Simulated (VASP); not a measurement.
# Cd (Fm-3m) in VASP: single point with PBE

Aim: the single point of Cd with PBE.

All numbers are computed with VASP 6.6.1; they aren't measurements. Logs are shortened: lines on timing, memory, paths and dates and some standing lists are left out, and cuts for length are marked.

## Step 1: The cell of the first run

It takes space group Fm-3m (No. 225, cubic). Conventional cell: a = 4.403 Å, b = 4.403 Å, c = 4.403 Å, α = 90.00°, β = 90.00°, γ = 90.00°. Cd (site symmetry m-3m) has 12 Cd at 3.11 Å within 4.1 Å.

This isn't the form of Cd at room conditions, which is hcp.

## Step 2: Single point, PBE (Mg replaced by Cd, lengths x 1.013, strained)

Input file INCAR:

```
  PREC = Accurate
  ENCUT = 500
  EDIFF = 1E-6
  ISMEAR = 0
  SIGMA = 0.1
  LREAL = F
  LASPH = T
  NELM = 120
  ALGO = Normal
  ISIF = 2
  LWAVE = F
  LCHARG = F
  GGA = PE
  NBANDS = 12
  GGA_COMPAT = F
```

Input file KPOINTS:

```
Automatic mesh
0
Gamma
  8 8 8
```

Input file POSCAR:

```
Cd
1.0
    0.0000000000      2.2013777224      2.2013777224
    2.2013777224      0.0000000000      2.2013777224
    2.2013777224      2.2013777224      0.0000000000
Cd
1
Direct
    0.0000000000      0.0000000000      0.0000000000
```

Potentials or basis: VASP PAW PBE potentials, release 64 (Cd).

Started as:

```sh
$ cat potpaw_PBE.64/Cd/POTCAR > POTCAR
$ mpirun -np 1 vasp_std > vasp.out
```

OUTCAR:

```text
PREC = Accurate
   ENCUT = 500
   EDIFF = 1E-6
   ISMEAR = 0
   LREAL = F
   LASPH = T
   NELM = 120
   ISIF = 2
   GGA = PE

 ion  position               nearest neighbor table
   1  0.000  0.000  0.000-

  LATTYP: Found a face centered cubic cell.
 ALAT       =     4.4027554448

  Lattice vectors:

 A1 = (   0.0000000000,   2.2013777224,   2.2013777224)
 A2 = (   2.2013777224,   0.0000000000,   2.2013777224)
 A3 = (   2.2013777224,   2.2013777224,   0.0000000000)

Analysis of symmetry for initial positions (statically):
=====================================================================
 Subroutine PRICEL returns:
 Original cell was already a primitive cell.

 Routine SETGRP: Setting up the symmetry group for a
 face centered cubic supercell.

 Subroutine GETGRP returns: Found 48 space group operations
 (whereof 48 operations were pure point group operations)
 out of a pool of 48 trial point group operations.

The static configuration has the point symmetry O_h .

Analysis of symmetry for dynamics (positions and initial velocities):
=====================================================================
 Subroutine PRICEL returns:
 Original cell was already a primitive cell.

 Routine SETGRP: Setting up the symmetry group for a
 face centered cubic supercell.

 Subroutine GETGRP returns: Found 48 space group operations
 (whereof 48 operations were pure point group operations)
 out of a pool of 48 trial point group operations.

The dynamic configuration has the point symmetry O_h .

 Subroutine INISYM returns: Found 48 space group operations
 (whereof 48 operations are pure point group operations),
 and found     1 'primitive' translations

----------------------------------------------------------------------------------------

                                     Primitive cell

  volume of cell :      21.3360

  direct lattice vectors                    reciprocal lattice vectors
     0.000000000  2.201377722  2.201377722    -0.227130490  0.227130490  0.227130490
     2.201377722  0.000000000  2.201377722     0.227130490 -0.227130490  0.227130490
     2.201377722  2.201377722  0.000000000     0.227130490  0.227130490 -0.227130490

  length of vectors
     3.113218231  3.113218231  3.113218231     0.393401548  0.393401548  0.393401548

  position of ions in fractional coordinates (direct lattice)
     0.000000000  0.000000000  0.000000000
[... 81 lines left out ...]
   NFREE  =      0    steps in history (QN), initial steepest desc. (CG)
   ISIF   =      2    stress and relaxation
   ISYM   =      2    0-nonsym 1-usesym 2-fastsym
   POTIM  = 0.5000    time-step for ionic-motion
   TEBEG  =    0.0;   TEEND  =   0.0 temperature during run
   PSTRESS=    0.0 pullay stress
   NELECT =      12.0000    total number of electrons
   NUPDOWN=      -1.0000    fix difference up-down
   EMIN   =  10.00;   EMAX   =-10.00  energy-range for DOS
   EFERMI =   0.00;   METHOD = LEGACY
   ISMEAR =     0;   SIGMA  =   0.10  broadening in eV -4-tet -1-fermi 0-gaus
   EFERMI_NEDOS =   21; number of points for ismear=-14 and -15
   IALGO  =     38    algorithm
   IMIX   =      4    mixing-type and parameters
     AMIX     =   0.40;   BMIX     =  1.00
     AMIX_MAG =   1.60;   BMIX_MAG =  1.00
  volume/ion in A,a.u.               =      21.34       143.98
  Fermi-wavevector in a.u.,A,eV,Ry     =   1.351338  2.553659 24.845797  1.826115
  Thomas-Fermi vector in A             =   2.478768
   LORBIT       =      0    0 simple, 1 ext, 2 COOP (PROOUT), +10 PAW based schemes
   GGA     = PE    functional components
   LHFCALC =     F    Hartree Fock is set to
   AEXX    =    0.0000 exact exchange contribution
   IVDW    =     0    specifies the selected vdW correction
   LEPSILON=     F    determine dielectric tensor
   LRPA    =     F    only Hartree local field effects (RPA)
 non-spin polarized calculation
 Gauss-broadening in eV      SIGMA  =   0.10
  energy-cutoff  :      500.00
  volume of cell :       21.34
 maximum number of plane-waves:       560
   NGX = 11   NGY = 11   NGZ = 11

 number of electron      12.0000007 magnetization

 Free energy of the ion-electron system (eV)
  ---------------------------------------------------
  ext. energy  EPLUGINS =         0.00000000
  ---------------------------------------------------
  free energy    TOTEN  =        -0.71832560 eV

  energy without entropy =       -0.71523864  energy(sigma->0) =       -0.71678212

 E-fermi :   2.7091     XC(G=0): -11.1078

 val. band max:        2.5920003452   @ k =  -0.3750   0.3750   0.1250
 cond. band min:       2.7736279184   @ k =   0.5000   0.1250   0.0000
 fundamental gap:      0.1816275731
 Fermi energy:         2.7091439857

 k-point     1 :       0.0000    0.0000    0.0000
  band No.  band energies     occupation
      1      -6.1944      2.00000
      2      -6.1944      2.00000
      3      -6.1944      2.00000
      4      -5.9541      2.00000
      5      -5.7170      2.00000
      6      -5.7170      2.00000
      7      16.9839      0.00000
      8      18.1878      0.00000
      9      18.1878      0.00000
     10      18.1878      0.00000
     11      21.5952      0.00000
     12      21.5952      0.00000
[... 331 lines left out ...]
 k-point    24 :      -0.3750    0.2500    0.1250
  band No.  band energies     occupation
      1      -6.4429      2.00000
      2      -6.3268      2.00000
      3      -5.8709      2.00000
      4      -5.7983      2.00000
      5      -5.3563      2.00000
      6       2.1447      2.00000
      7       2.4036      1.99998
      8      10.3987      0.00000
      9      11.1214      0.00000
     10      17.3781      0.00000
     11      20.6051      0.00000
     12      25.6590      0.00000

 [... further k-points ...]

------------------------ aborting loop because EDIFF is reached ----------------------------------------

  FORCE on cell =-STRESS in cart. coord.  units (eV):
  Direction    XX          YY          ZZ          XY          YZ          ZX
  --------------------------------------------------------------------------------------
  -------------------------------------------------------------------------------------
  Total        0.5266037      0.5266037      0.5266037     -0.0000000      0.0000000      0.0000000
  in kB       39.5440171     39.5440171     39.5440171     -0.0000000      0.0000000      0.0000000
  external PRESSURE =      39.5440171 kB  Pullay stress =       0.0000000 kB

 VOLUME and BASIS-vectors are now :
 -----------------------------------------------------------------------------
  energy-cutoff  :      500.00
  volume of cell :       21.34
      direct lattice vectors                 reciprocal lattice vectors
     0.000000000  2.201377722  2.201377722    -0.227130490  0.227130490  0.227130490
     2.201377722  0.000000000  2.201377722     0.227130490 -0.227130490  0.227130490
     2.201377722  2.201377722  0.000000000     0.227130490  0.227130490 -0.227130490

 POSITION                                       TOTAL-FORCE (eV/Angst)
 -----------------------------------------------------------------------------------
      0.00000      0.00000      0.00000         0.000000      0.000000      0.000000
 -----------------------------------------------------------------------------------
    total drift:                               -0.000000     -0.000000     -0.000000

  FREE ENERGIE OF THE ION-ELECTRON SYSTEM (eV)
  ---------------------------------------------------
  free  energy   TOTEN  =        -0.7183256024 eV

  energy  without entropy=       -0.7152386432  energy(sigma->0) =       -0.71678212
```

Wall time 5.6 s (1 thread of Intel Xeon 8259CL, shared host); peak memory 0.14 GiB.

Results:

```
Free energy            : -0.7183 eV
Pressure               : 4.0 GPa
Band gap on the k mesh : zero (bands 6 and 7 overlap by 3.38 eV)
```

Levels at points of the mesh, in eV from the Fermi level:
| k point | band 3 | band 4 | band 5 | band 6 | band 7 | band 8 | band 9 | band 10 |
| --- | --- | --- | --- | --- | --- | --- | --- | --- |
| (0.00, 0.00, 0.00) | -8.90 | -8.66 | -8.43 | -8.43 | 14.27 | 15.48 | 15.48 | 15.48 |
| (0.50, 0.00, 0.00) | -8.90 | -8.04 | -8.04 | -2.12 | -0.99 | 13.05 | 13.05 | 13.37 |
| (0.50, 0.50, 0.00) | -8.06 | -7.94 | -7.94 | -0.57 | 1.77 | 7.17 | 7.17 | 11.51 |

Caveat: the cell differs from its parent crystal (Mg replaced by Cd, lengths x 1.013, strained); the cell stands under pressure.
